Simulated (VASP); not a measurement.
# SrScH6 (Pm-3) in VASP: further runs

SrScH6 is run at these levels: PBE; tasks: single point.

All numbers are computed with VASP 6.6.1; they aren't measurements. Logs are shortened: lines on timing, memory, paths and dates and some standing lists are left out, and cuts for length are marked.

### 1 The cell of the first run

Symmetry: Pm-3, No. 200, cubic system. Conventional cell: a = 4.156 Å, b = 4.156 Å, c = 4.156 Å, α = 90.00°, β = 90.00°, γ = 90.00°. Within 3.2 Å of Sr (site symmetry m-3) lie 12 H at 2.41 Å. Sc (site symmetry m-3) has 12 H at 2.25 Å within 3.0 Å. H (site symmetry mm2) has 1 H at 1.71 Å and 2 Sc at 2.25 Å within 2.3 Å.

The cell was generated, and may not be a known phase.

### 2 Single point, PBE

File INCAR:

```
PREC = Accurate
ENCUT = 520
EDIFF = 1E-6
ISMEAR = 0
SIGMA = 0.1
LREAL = F
LASPH = T
NELM = 80
ALGO = Normal
ISIF = 2
LWAVE = F
LCHARG = F
GGA = PE
NBANDS = 24
```

File KPOINTS:

```
regular mesh
0
Gamma
  4 4 4
```

File POSCAR:

```
SrScH6
1.0
    4.1561399497      0.0000000000      0.0000000000
    0.0000000000      4.1561399497      0.0000000000
    0.0000000000      0.0000000000      4.1561399497
Sr Sc H
1 1 6
Direct
    0.0000000000      0.0000000000      0.0000000000
    0.5000000000      0.5000000000      0.5000000000
    0.0000000000      0.5000000000      0.7057100938
    0.5000000000      0.2942899062      0.0000000000
    0.7057100938      0.0000000000      0.5000000000
    0.0000000000      0.5000000000      0.2942899062
    0.5000000000      0.7057100938      0.0000000000
    0.2942899062      0.0000000000      0.5000000000
```

Potentials or basis: VASP PAW PBE potentials, release 64 (Sr_sv, Sc_sv, H).

Command:

```sh
> cat potpaw_PBE.64/Sr_sv/POTCAR potpaw_PBE.64/Sc_sv/POTCAR potpaw_PBE.64/H/POTCAR > POTCAR
> mpirun -np 1 vasp_std > vasp.out
```

OUTCAR:

```text
PREC = Accurate
   ENCUT = 520
   EDIFF = 1E-6
   ISMEAR = 0
   LREAL = F
   LASPH = T
   NELM = 80
   ISIF = 2
   GGA = PE

 ion  position               nearest neighbor table
   1  0.000  0.000  0.000-   3 2.41   4 2.41   5 2.41   6 2.41   7 2.41   8 2.41   5 2.41   8 2.41
                             3 2.41   6 2.41   4 2.41   7 2.41   2 3.60   2 3.60   2 3.60   2 3.60
   2  0.500  0.500  0.500-   1 3.60   1 3.60   1 3.60   1 3.60   1 3.60   1 3.60   1 3.60   1 3.60

   3  0.000  0.500  0.706-   1 2.41   1 2.41
   4  0.500  0.294  0.000-   1 2.41   1 2.41
   5  0.706  0.000  0.500-   1 2.41   1 2.41
   6  0.000  0.500  0.294-   1 2.41   1 2.41
   7  0.500  0.706  0.000-   1 2.41   1 2.41
   8  0.294  0.000  0.500-   1 2.41   1 2.41

  LATTYP: Found a simple cubic cell.
 ALAT       =     4.1561399497

  Lattice vectors:

 A1 = (   4.1561399497,   0.0000000000,   0.0000000000)
 A2 = (   0.0000000000,   4.1561399497,   0.0000000000)
 A3 = (   0.0000000000,   0.0000000000,   4.1561399497)

Analysis of symmetry for initial positions (statically):
=====================================================================
 Subroutine PRICEL returns:
 Original cell was already a primitive cell.

 Routine SETGRP: Setting up the symmetry group for a
 simple cubic supercell.

 Subroutine GETGRP returns: Found 24 space group operations
 (whereof 24 operations were pure point group operations)
 out of a pool of 48 trial point group operations.

The static configuration has the point symmetry T_h .

Analysis of symmetry for dynamics (positions and initial velocities):
=====================================================================
 Subroutine PRICEL returns:
 Original cell was already a primitive cell.

 Routine SETGRP: Setting up the symmetry group for a
 simple cubic supercell.

 Subroutine GETGRP returns: Found 24 space group operations
 (whereof 24 operations were pure point group operations)
 out of a pool of 48 trial point group operations.

The dynamic configuration has the point symmetry T_h .

 Subroutine INISYM returns: Found 24 space group operations
 (whereof 24 operations are pure point group operations),
 and found     1 'primitive' translations

----------------------------------------------------------------------------------------

                                     Primitive cell

  volume of cell :      71.7911

  direct lattice vectors                    reciprocal lattice vectors
     4.156139950  0.000000000  0.000000000     0.240607875  0.000000000  0.000000000
     0.000000000  4.156139950  0.000000000     0.000000000  0.240607875  0.000000000
     0.000000000  0.000000000  4.156139950     0.000000000  0.000000000  0.240607875

  length of vectors
     4.156139950  4.156139950  4.156139950     0.240607875  0.240607875  0.240607875

  position of ions in fractional coordinates (direct lattice)
     0.000000000  0.000000000  0.000000000
     0.500000000  0.500000000  0.500000000
     0.000000000  0.500000000  0.705710094
     0.500000000  0.294289906  0.000000000
     0.705710094  0.000000000  0.500000000
     0.000000000  0.500000000  0.294289906
     0.500000000  0.705710094  0.000000000
     0.294289906  0.000000000  0.500000000

  ion indices of the primitive-cell ions
   primitive index   ion index
                 1           1
                 2           2
                 3           3
                 4           4
                 5           5
                 6           6
                 7           7
                 8           8

----------------------------------------------------------------------------------------

 KPOINTS: regular mesh

Automatic generation of k-mesh.
 Grid dimensions read from file:
 generate k-points for:    4    4    4

 Generating k-lattice:

  Cartesian coordinates                     Fractional coordinates (reciprocal lattice)
     0.060151969  0.000000000  0.000000000     0.250000000  0.000000000  0.000000000
     0.000000000  0.060151969  0.000000000     0.000000000  0.250000000  0.000000000
     0.000000000  0.000000000  0.060151969     0.000000000  0.000000000  0.250000000

  Length of vectors
     0.060151969  0.060151969  0.060151969

  Shift w.r.t. Gamma in fractional coordinates (k-lattice)
     0.000000000  0.000000000  0.000000000

 Subroutine IBZKPT returns following result:
 ===========================================

 Found     11 irreducible k-points:

 Following reciprocal coordinates:
            Coordinates               Weight
  0.000000  0.000000  0.000000      1.000000
  0.250000  0.000000  0.000000      6.000000
  0.500000  0.000000  0.000000      3.000000
  0.250000  0.250000  0.000000     12.000000
  0.500000  0.250000  0.000000      6.000000
 -0.250000  0.500000  0.000000      6.000000
  0.500000  0.500000  0.000000      3.000000
  0.250000  0.250000  0.250000      8.000000
  0.500000  0.250000  0.250000     12.000000
  0.500000  0.500000  0.250000      6.000000
  0.500000  0.500000  0.500000      1.000000
   k-points           NKPTS =     11   k-points in BZ     NKDIM =     11   number of bands    NBANDS=     24
   number of dos      NEDOS =    301   number of ions     NIONS =      8
   total plane-waves  NPLWV =  32768
   dimension x,y,z NGX =    32 NGY =   32 NGZ =   32
   dimension x,y,z NGXF=    64 NGYF=   64 NGZF=   64
   ions per type =               1   1   6
   NGX,Y,Z   is equivalent  to a cutoff of  12.80, 12.80, 12.80 a.u.
   NGXF,Y,Z  is equivalent  to a cutoff of  25.60, 25.60, 25.60 a.u.
 SYSTEM =  unknown system
   PREC   = accura    normal or accurate (medium, high low for compatibility)
   ISTART =      0    job   : 0-new  1-cont  2-samecut
   ICHARG =      2    charge: 1-file 2-atom 10-const
   ISPIN  =      1    spin polarized calculation?
   LNONCOLLINEAR =      F non collinear calculations
   LSORBIT =      F    spin-orbit coupling
   LASPH  =      T    aspherical Exc in radial PAW
   ENCUT  =  520.0 eV  38.22 Ry    6.18 a.u.   7.73  7.73  7.73*2*pi/ulx,y,z
   NELM   =     80;   NELMIN=  2; NELMDL= -5     # of ELM steps
   EDIFF  = 0.1E-05   stopping-criterion for ELM
   LREAL  =      F    real-space projection
   EDIFFG = 0.1E-04   stopping-criterion for IOM
   NSW    =      0    number of steps for IOM
   IBRION =     -1    ionic relax: 0-MD 1-quasi-New 2-CG
   NFREE  =      0    steps in history (QN), initial steepest desc. (CG)
   ISIF   =      2    stress and relaxation
   ISYM   =      2    0-nonsym 1-usesym 2-fastsym
   POTIM  = 0.5000    time-step for ionic-motion
   TEBEG  =    0.0;   TEEND  =   0.0 temperature during run
   PSTRESS=    0.0 pullay stress
   NELECT =      27.0000    total number of electrons
   NUPDOWN=      -1.0000    fix difference up-down
   EMIN   =  10.00;   EMAX   =-10.00  energy-range for DOS
   EFERMI =   0.00;   METHOD = LEGACY
   ISMEAR =     0;   SIGMA  =   0.10  broadening in eV -4-tet -1-fermi 0-gaus
   EFERMI_NEDOS =   21; number of points for ismear=-14 and -15
   IALGO  =     38    algorithm
   IMIX   =      4    mixing-type and parameters
     AMIX     =   0.40;   BMIX     =  1.00
     AMIX_MAG =   1.60;   BMIX_MAG =  1.00
  volume/ion in A,a.u.               =       8.97        60.56
  Fermi-wavevector in a.u.,A,eV,Ry     =   1.181696  2.233082 18.999263  1.396406
  Thomas-Fermi vector in A             =   2.317965
   LORBIT       =      0    0 simple, 1 ext, 2 COOP (PROOUT), +10 PAW based schemes
   GGA     = PE    functional components
   LHFCALC =     F    Hartree Fock is set to
   AEXX    =    0.0000 exact exchange contribution
   IVDW    =     0    specifies the selected vdW correction
   LEPSILON=     F    determine dielectric tensor
   LRPA    =     F    only Hartree local field effects (RPA)
 non-spin polarized calculation
 Gauss-broadening in eV      SIGMA  =   0.10
  energy-cutoff  :      520.00
  volume of cell :       71.79
 maximum number of plane-waves:      1956
 NGX is ok and might be reduce to    32
   NGX = 15   NGY = 15   NGZ = 15

 number of electron      26.9999996 magnetization

 Free energy of the ion-electron system (eV)
  ---------------------------------------------------
  ext. energy  EPLUGINS =         0.00000000
  ---------------------------------------------------
  free energy    TOTEN  =       -28.98314058 eV

  energy without entropy =      -28.96656669  energy(sigma->0) =      -28.97485363

 E-fermi :   1.8417     XC(G=0):  -9.9409

 val. band max:        1.7993611589   @ k =   0.2500   0.0000   0.0000
 cond. band min:       1.8932929294   @ k =  -0.2500   0.5000   0.0000
 fundamental gap:      0.0939317705
 Fermi energy:         1.8416859655

 k-point     1 :       0.0000    0.0000    0.0000
  band No.  band energies     occupation
      1     -47.2515      2.00000
      2     -31.1752      2.00000
      3     -25.8502      2.00000
      4     -25.8502      2.00000
      5     -25.8502      2.00000
      6     -13.2896      2.00000
[... 16 lines left out ...]
     23       9.4086      0.00000
     24       9.4086      0.00000

 k-point     2 :       0.2500    0.0000    0.0000
  band No.  band energies     occupation
      1     -47.2510      2.00000
      2     -31.1702      2.00000
      3     -25.8626      2.00000
      4     -25.8493      2.00000
      5     -25.8487      2.00000
      6     -13.4495      2.00000
[... 16 lines left out ...]
     23       9.3018      0.00000
     24      10.3098      0.00000

 k-point     3 :       0.5000    0.0000    0.0000
  band No.  band energies     occupation
      1     -47.2505      2.00000
      2     -31.1653      2.00000
      3     -25.8749      2.00000
      4     -25.8485      2.00000
      5     -25.8473      2.00000
      6     -13.5995      2.00000
[... 16 lines left out ...]
     23       9.9404      0.00000
     24      10.8066      0.00000
[... 163 lines left out ...]
 k-point    10 :       0.5000    0.5000    0.2500
  band No.  band energies     occupation
      1     -47.2490      2.00000
      2     -31.1493      2.00000
      3     -25.8736      2.00000
      4     -25.8731      2.00000
      5     -25.8589      2.00000
      6     -13.5101      2.00000
[... 16 lines left out ...]
     23       9.6389      0.00000
     24      10.9422      0.00000

 k-point    11 :       0.5000    0.5000    0.5000
  band No.  band energies     occupation
      1     -47.2485      2.00000
      2     -31.1442      2.00000
      3     -25.8718      2.00000
      4     -25.8718      2.00000
      5     -25.8718      2.00000
      6     -13.4869      2.00000
[... 16 lines left out ...]
     23       9.9794      0.00000
     24      10.8366      0.00000

------------------------ aborting loop because EDIFF is reached ----------------------------------------

  FORCE on cell =-STRESS in cart. coord.  units (eV):
  Direction    XX          YY          ZZ          XY          YZ          ZX
  --------------------------------------------------------------------------------------
  -------------------------------------------------------------------------------------
  Total       -0.0539686     -0.0539686     -0.0539686      0.0000000      0.0000000      0.0000000
  in kB       -1.2044291     -1.2044291     -1.2044291      0.0000000      0.0000000      0.0000000
  external PRESSURE =      -1.2044291 kB  Pullay stress =       0.0000000 kB

 VOLUME and BASIS-vectors are now :
 -----------------------------------------------------------------------------
  energy-cutoff  :      520.00
  volume of cell :       71.79
      direct lattice vectors                 reciprocal lattice vectors
     4.156139950  0.000000000  0.000000000     0.240607875  0.000000000  0.000000000
     0.000000000  4.156139950  0.000000000     0.000000000  0.240607875  0.000000000
     0.000000000  0.000000000  4.156139950     0.000000000  0.000000000  0.240607875

 POSITION                                       TOTAL-FORCE (eV/Angst)
 -----------------------------------------------------------------------------------
      0.00000      0.00000      0.00000         0.000000      0.000000     -0.000000
      2.07807      2.07807      2.07807         0.000000      0.000000     -0.000000
      0.00000      2.07807      2.93303         0.000000     -0.000000      0.001168
      2.07807      1.22311      0.00000         0.000000     -0.001168     -0.000000
      2.93303      0.00000      2.07807         0.001168      0.000000     -0.000000
      0.00000      2.07807      1.22311         0.000000      0.000000     -0.001168
      2.07807      2.93303      0.00000         0.000000      0.001168     -0.000000
      1.22311      0.00000      2.07807        -0.001168     -0.000000     -0.000000
 -----------------------------------------------------------------------------------
    total drift:                                0.000000      0.000000     -0.000000

  FREE ENERGIE OF THE ION-ELECTRON SYSTEM (eV)
  ---------------------------------------------------
  free  energy   TOTEN  =       -28.9831405792 eV

  energy  without entropy=      -28.9665666870  energy(sigma->0) =      -28.97485363
```

It took 15 s on 1 thread of Intel Xeon Platinum 8488C (Sapphire Rapids), shared host; peak memory 0.18 GiB.

What came out:

```
Free energy            : -28.9831 eV
Pressure               : -0.1 GPa
Band gap on the k mesh : zero (an odd number of electrons rules out a gap without spin polarisation)
```

Caveat: the k points lie up to 0.38 Å⁻¹ apart, too coarse for converged energies and pressures of a metal; an odd number of electrons without spin polarisation forces a metal; a magnetic or distorted state may lie lower.

### 3 Single point, PBE

This run uses another cell than the first one, of 10.24 Å³/atom.

File INCAR:

```
SYSTEM = SrScH6
ALGO = Normal
EDIFF = 1E-6
ENCUT = 520
GGA = PE
ISIF = 2
ISMEAR = 0
LASPH = .True.
LCHARG = .False.
LREAL = .False.
LWAVE = .False.
NBANDS = 24
NELM = 80
PREC = Accurate
SIGMA = 0.1
```

File KPOINTS:

```
k-points
0
Gamma
  4 4 4
  0 0 0
```

File POSCAR:

```
SrScH6
1.0
    4.3430163700      0.0000000000      0.0000000000
    0.0000000000      4.3430163700      0.0000000000
    0.0000000000      0.0000000000      4.3430163700
Sr Sc H
1 1 6
Direct
    0.0000000000      0.0000000000      0.0000000000
    0.5000000000      0.5000000000      0.5000000000
    0.0000000000      0.5000000000      0.7517597100
    0.5000000000      0.2482402900      0.0000000000
    0.7517597100      0.0000000000      0.5000000000
    0.0000000000      0.5000000000      0.2482402900
    0.5000000000      0.7517597100      0.0000000000
    0.2482402900      0.0000000000      0.5000000000
```

Potentials or basis: VASP PAW PBE potentials, release 64 (Sr_sv, Sc_sv, H).

Command:

```sh
> cat potpaw_PBE.64/Sr_sv/POTCAR potpaw_PBE.64/Sc_sv/POTCAR potpaw_PBE.64/H/POTCAR > POTCAR
> mpirun -np 1 vasp_std > vasp.out
```

Run time: 15 s. Hardware: 1 thread of Intel Xeon Platinum 8488C (Sapphire Rapids), shared host; peak memory 0.19 GiB.

Results (log left out):

```
Free energy            : -28.4318 eV
Pressure               : -6.7 GPa
Largest force          : 0.490 eV/Å
Band gap on the k mesh : zero (an odd number of electrons rules out a gap without spin polarisation)
```

Forces on the atoms (eV/Å):
```
Sr   0.000  0.000  0.000
Sc   0.000  0.000  0.000
H    0.000  0.000 -0.490
H    0.000  0.490  0.000
H   -0.490  0.000  0.000
H    0.000  0.000  0.490
H    0.000 -0.490  0.000
H    0.490  0.000  0.000
```

Levels at points of the mesh, in eV from the Fermi level:
```tsv
k point	band 10	band 11	band 12	band 13	band 14	band 15	band 16	band 17	band 18	band 19
(0.00, 0.00, 0.00)	-2.88	-2.88	0.80	0.80	0.80	2.21	2.21	2.21	3.23	3.23
(0.50, 0.00, 0.00)	-4.26	-1.53	-1.24	-0.15	-0.03	1.92	2.37	2.61	3.93	4.30
(0.50, 0.50, 0.00)	-2.92	-2.91	-2.77	-0.76	0.66	1.59	2.64	2.67	3.48	4.26
(0.50, 0.50, 0.50)	-2.52	-2.52	-1.73	-1.73	-1.73	2.70	2.70	3.33	3.86	3.86
```

Caveat: the k points lie up to 0.36 Å⁻¹ apart, too coarse for converged energies and pressures of a metal; an odd number of electrons without spin polarisation forces a metal; a magnetic or distorted state may lie lower.

The gap in the log of VASP goes by the Fermi energy; the results here count the filled bands.